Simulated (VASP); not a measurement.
# PbS in VASP: a series of runs

PbS is run at these levels: PBE; tasks: electric field gradients.

Program: VASP 6.6.1. These are calculated values, not measurements. Logs are shortened: lines on timing, memory, paths and dates and some standing lists are left out, and cuts for length are marked.

### 1 The cell of the first run

Symmetry: I4/mmm, No. 139, tetragonal system. The conventional cell has a = 4.172 Å, b = 4.172 Å, c = 5.989 Å, α = 90.00°, β = 90.00°, γ = 90.00°. Within 3.9 Å of Pb (site symmetry 4/mmm) lie 6 S at 2.95 to 2.99 Å. S (site symmetry 4/mmm) has 6 Pb at 2.95 to 2.99 Å within 3.9 Å.

### 2 Electric field gradients, PBE (z stretched by +1 % at fixed volume)

The input, INCAR:

```
SYSTEM = PbS
ALGO = Normal
EDIFF = 1E-8
ENCUT = 520
GGA = PE
ISIF = 2
ISMEAR = -1
LASPH = .True.
LCHARG = .False.
LEFG = .True.
LREAL = .False.
LWAVE = .False.
NBANDS = 17
NELM = 80
PREC = Accurate
SIGMA = 0.01
```

The input, KPOINTS:

```
k-points
0
Gamma
  7 7 7
  0 0 0
```

The input, POSCAR:

```
PbS
1.0
    0.0000000000      2.9502852689      2.9946500000
    2.9502852689      0.0000000000      2.9946500000
    2.9502852689      2.9502852689      0.0000000000
Pb S
1 1
Direct
    0.0000000000      0.0000000000      0.0000000000
    0.5000000000      0.5000000000      0.5000000000
```

Potentials or basis: VASP PAW PBE potentials, release 64 (Pb_d, S).

On the command line:

```sh
$ cat potpaw_PBE.64/Pb_d/POTCAR potpaw_PBE.64/S/POTCAR > POTCAR
$ mpirun -np 1 vasp_std > vasp.out
```

OUTCAR:

```text
SYSTEM = PbS
   EDIFF = 1E-8
   ENCUT = 520
   GGA = PE
   ISIF = 2
   ISMEAR = -1
   LASPH = .True.
   LREAL = .False.
   NELM = 80
   PREC = Accurate

 ion  position               nearest neighbor table
   1  0.000  0.000  0.000-   2 2.95   2 2.95   2 2.95   2 2.95   2 2.99   2 2.99
   2  0.500  0.500  0.500-   1 2.95   1 2.95   1 2.95   1 2.95   1 2.99   1 2.99

  LATTYP: Found a body centered tetragonal cell.
 ALAT       =     4.1723334401
 C/A-ratio  =     1.4354797108

  Lattice vectors:

 A1 = (  -2.9502852689,   0.0000000000,   2.9946500000)
 A2 = (   2.9502852689,   0.0000000000,   2.9946500000)
 A3 = (   0.0000000000,   2.9502852689,  -2.9946500000)

Analysis of symmetry for initial positions (statically):
=====================================================================
 Subroutine PRICEL returns:
 Original cell was already a primitive cell.

 Routine SETGRP: Setting up the symmetry group for a
 body centered tetragonal supercell.

 Subroutine GETGRP returns: Found 16 space group operations
 (whereof 16 operations were pure point group operations)
 out of a pool of 16 trial point group operations.

The static configuration has the point symmetry D_4h.

Analysis of symmetry for dynamics (positions and initial velocities):
=====================================================================
 Subroutine PRICEL returns:
 Original cell was already a primitive cell.

 Routine SETGRP: Setting up the symmetry group for a
 body centered tetragonal supercell.

 Subroutine GETGRP returns: Found 16 space group operations
 (whereof 16 operations were pure point group operations)
 out of a pool of 16 trial point group operations.

The dynamic configuration has the point symmetry D_4h.

 Subroutine INISYM returns: Found 16 space group operations
 (whereof 16 operations are pure point group operations),
 and found     1 'primitive' translations

----------------------------------------------------------------------------------------

                                     Primitive cell

  volume of cell :      52.1320

  direct lattice vectors                    reciprocal lattice vectors
     0.000000000  2.950285269  2.994650000    -0.169475137  0.169475137  0.166964420
     2.950285269  0.000000000  2.994650000     0.169475137 -0.169475137  0.166964420
     2.950285269  2.950285269  0.000000000     0.169475137  0.169475137 -0.166964420

  length of vectors
     4.203821094  4.203821094  4.172333440     0.292097178  0.292097178  0.292097178

  position of ions in fractional coordinates (direct lattice)
     0.000000000  0.000000000  0.000000000
     0.500000000  0.500000000  0.500000000

  ion indices of the primitive-cell ions
   primitive index   ion index
                 1           1
                 2           2

----------------------------------------------------------------------------------------

 KPOINTS: k-points

Automatic generation of k-mesh.
 Grid dimensions read from file:
 generate k-points for:    7    7    7

 Generating k-lattice:

  Cartesian coordinates                     Fractional coordinates (reciprocal lattice)
    -0.024210734  0.024210734  0.023852060     0.142857143 -0.000000000  0.000000000
     0.024210734 -0.024210734  0.023852060    -0.000000000  0.142857143  0.000000000
     0.024210734  0.024210734 -0.023852060     0.000000000  0.000000000  0.142857143

  Length of vectors
     0.041728168  0.041728168  0.041728168

  Shift w.r.t. Gamma in fractional coordinates (k-lattice)
     0.000000000  0.000000000  0.000000000

 Subroutine IBZKPT returns following result:
 ===========================================

 Found     40 irreducible k-points:

 Following reciprocal coordinates:
            Coordinates               Weight
  0.000000  0.000000  0.000000      1.000000
  0.142857 -0.000000  0.000000      8.000000
  0.285714 -0.000000  0.000000      8.000000
  0.428571  0.000000  0.000000      8.000000
  0.142857  0.142857  0.000000      2.000000
  0.285714  0.142857  0.000000      8.000000
[... 16 lines left out ...]
  0.428571  0.285714  0.142857      8.000000
 -0.428571  0.285714  0.142857     16.000000
 [... further k-points ...]
   k-points           NKPTS =     40   k-points in BZ     NKDIM =     40   number of bands    NBANDS=     17
   number of dos      NEDOS =    301   number of ions     NIONS =      2
   total plane-waves  NPLWV =  32768
   dimension x,y,z NGX =    32 NGY =   32 NGZ =   32
   dimension x,y,z NGXF=    64 NGYF=   64 NGZF=   64
   ions per type =               1   1
   NGX,Y,Z   is equivalent  to a cutoff of  12.65, 12.65, 12.75 a.u.
   NGXF,Y,Z  is equivalent  to a cutoff of  25.31, 25.31, 25.50 a.u.
 SYSTEM =  PbS
   PREC   = accura    normal or accurate (medium, high low for compatibility)
   ISTART =      0    job   : 0-new  1-cont  2-samecut
   ICHARG =      2    charge: 1-file 2-atom 10-const
   ISPIN  =      1    spin polarized calculation?
   LNONCOLLINEAR =      F non collinear calculations
   LSORBIT =      F    spin-orbit coupling
   LASPH  =      T    aspherical Exc in radial PAW
   ENCUT  =  520.0 eV  38.22 Ry    6.18 a.u.   7.82  7.82  7.76*2*pi/ulx,y,z
   NELM   =     80;   NELMIN=  2; NELMDL= -5     # of ELM steps
   EDIFF  = 0.1E-07   stopping-criterion for ELM
   LREAL  =      F    real-space projection
   EDIFFG = 0.1E-06   stopping-criterion for IOM
   NSW    =      0    number of steps for IOM
   IBRION =     -1    ionic relax: 0-MD 1-quasi-New 2-CG
   NFREE  =      0    steps in history (QN), initial steepest desc. (CG)
   ISIF   =      2    stress and relaxation
   ISYM   =      2    0-nonsym 1-usesym 2-fastsym
   POTIM  = 0.5000    time-step for ionic-motion
   TEBEG  =    0.0;   TEEND  =   0.0 temperature during run
   PSTRESS=    0.0 pullay stress
   NELECT =      20.0000    total number of electrons
   NUPDOWN=      -1.0000    fix difference up-down
   EMIN   =  10.00;   EMAX   =-10.00  energy-range for DOS
   EFERMI =   0.00;   METHOD = LEGACY
   ISMEAR =    -1;   SIGMA  =   0.01  broadening in eV -4-tet -1-fermi 0-gaus
   EFERMI_NEDOS =   21; number of points for ismear=-14 and -15
   IALGO  =     38    algorithm
   IMIX   =      4    mixing-type and parameters
     AMIX     =   0.40;   BMIX     =  1.00
     AMIX_MAG =   1.60;   BMIX_MAG =  1.00
  volume/ion in A,a.u.               =      26.07       175.90
  Fermi-wavevector in a.u.,A,eV,Ry     =   1.189552  2.247928 19.252709  1.415034
  Thomas-Fermi vector in A             =   2.325657
   LORBIT       =      0    0 simple, 1 ext, 2 COOP (PROOUT), +10 PAW based schemes
   GGA     = PE    functional components
   LHFCALC =     F    Hartree Fock is set to
   AEXX    =    0.0000 exact exchange contribution
   IVDW    =     0    specifies the selected vdW correction
   LEPSILON=     F    determine dielectric tensor
   LRPA    =     F    only Hartree local field effects (RPA)
 non-spin polarized calculation
  energy-cutoff  :      520.00
  volume of cell :       52.13
 maximum number of plane-waves:      1419
   NGX = 15   NGY = 15   NGZ = 15

 number of electron      19.9999998 magnetization

 Free energy of the ion-electron system (eV)
  ---------------------------------------------------
  ext. energy  EPLUGINS =         0.00000000
  ---------------------------------------------------
  free energy    TOTEN  =        -8.75415750 eV

  energy without entropy =       -8.75415750  energy(sigma->0) =       -8.75415750

 E-fermi :   5.8701     XC(G=0):  -9.6866

 val. band max:        5.5749620979   @ k =   0.4286   0.0000   0.0000
 cond. band min:       6.5228916921   @ k =   0.4286   0.0000   0.0000
 fundamental gap:      0.9479295942
 Fermi energy:         5.8701107737

 k-point     1 :       0.0000    0.0000    0.0000
  band No.  band energies     occupation
      1     -10.9956      2.00000
      2     -10.9956      2.00000
      3     -10.9918      2.00000
      4     -10.9840      2.00000
      5     -10.9727      2.00000
      6      -7.7748      2.00000
[... 9 lines left out ...]
     16      12.5915      0.00000
     17      14.4890      0.00000

 k-point     2 :       0.1429   -0.0000    0.0000
  band No.  band energies     occupation
      1     -10.9947      2.00000
      2     -10.9917      2.00000
      3     -10.9915      2.00000
      4     -10.9807      2.00000
      5     -10.9745      2.00000
      6      -7.6017      2.00000
[... 9 lines left out ...]
     16      13.0470      0.00000
     17      15.8938      0.00000
[... 421 lines left out ...]
 k-point    24 :      -0.4286    0.2857    0.1429
  band No.  band energies     occupation
      1     -11.0560      2.00000
      2     -10.9899      2.00000
      3     -10.9784      2.00000
      4     -10.9648      2.00000
      5     -10.9472      2.00000
      6      -6.3403      2.00000
[... 9 lines left out ...]
     16      16.3929      0.00000
     17      17.5233      0.00000

 [... further k-points ...]
[... 5 lines left out ...]
  --------------------------------------------------------------------------------------
  -------------------------------------------------------------------------------------
  Total        0.9180031      0.9180031      0.3030591      0.0000000     -0.0000000      0.0000000
  in kB       28.2130890     28.2130890      9.3139486      0.0000000     -0.0000000      0.0000000
  external PRESSURE =      21.9133755 kB  Pullay stress =       0.0000000 kB

 VOLUME and BASIS-vectors are now :
 -----------------------------------------------------------------------------
  energy-cutoff  :      520.00
  volume of cell :       52.13
      direct lattice vectors                 reciprocal lattice vectors
     0.000000000  2.950285269  2.994650000    -0.169475137  0.169475137  0.166964420
     2.950285269  0.000000000  2.994650000     0.169475137 -0.169475137  0.166964420
     2.950285269  2.950285269  0.000000000     0.169475137  0.169475137 -0.166964420

 POSITION                                       TOTAL-FORCE (eV/Angst)
 -----------------------------------------------------------------------------------
      0.00000      0.00000      0.00000         0.000000     -0.000000     -0.000000
      2.95029      2.95029      2.99465        -0.000000      0.000000      0.000000
 -----------------------------------------------------------------------------------
    total drift:                                0.000000     -0.000000     -0.000000

  FREE ENERGIE OF THE ION-ELECTRON SYSTEM (eV)
  ---------------------------------------------------
  free  energy   TOTEN  =        -8.7541575020 eV

  energy  without entropy=       -8.7541575020  energy(sigma->0) =       -8.75415750

 Electric field gradients (V/A^2)
---------------------------------------------------------------------
 ion       V_xx      V_yy      V_zz      V_xy      V_xz      V_yz
---------------------------------------------------------------------
   1     -21.690   -21.690    43.381    -0.002    -0.001    -0.001
   2      -0.826    -0.826     1.651    -0.001    -0.000    -0.000
---------------------------------------------------------------------

 Electric field gradients after diagonalization (V/A^2)
 (convention: |V_zz| > |V_xx| > |V_yy|)
----------------------------------------------------------------------
 ion       V_xx      V_yy      V_zz     asymmetry (V_yy - V_xx)/ V_zz
----------------------------------------------------------------------
   1     -21.692   -21.689    43.381       0.000
   2      -0.826    -0.825     1.651       0.001
----------------------------------------------------------------------

           NMR quadrupolar parameters

 Cq : quadrupolar parameter    Cq=e*Q*V_zz/h
 eta: asymmetry parameters     (V_yy - V_xx)/ V_zz
 Q  : nuclear electric quadrupole moment in mb (millibarn)
----------------------------------------------------------------------
 ion       Cq(MHz)       eta       Q (mb)
----------------------------------------------------------------------
   1       0.105       0.000       1.000
   2       0.004       0.001       1.000
----------------------------------------------------------------------
```

Wall time 61 s (1 thread of Intel Xeon 6975P-C, shared host); peak memory 0.19 GiB.

What came out:

| Quantity | Value |
| --- | --- |
| Free energy | -8.7542 eV |
| Pressure | 2.2 GPa |
| Band gap on the k mesh | 0.95 eV, direct |

Stress tensor (GPa, compression positive):
```
2.82 0.00 0.00
0.00 2.82 0.00
0.00 0.00 0.93
```

Electric field gradients, principal values (V/Å²):
| atom | least | middle | greatest (by size) |
| --- | --- | --- | --- |
| 1 Pb | -21.689 | -21.692 | 43.381 |
| 2 S | -0.825 | -0.826 | 1.651 |

Caveat: without QUAD_EFG the Cq values of the log hold for a quadrupole moment of 1 mb, not for the nuclei; spin-orbit coupling is left out, which moves the levels of the heavy elements. A k mesh can miss the band edges.

(Part 1 of 2 ends here.)
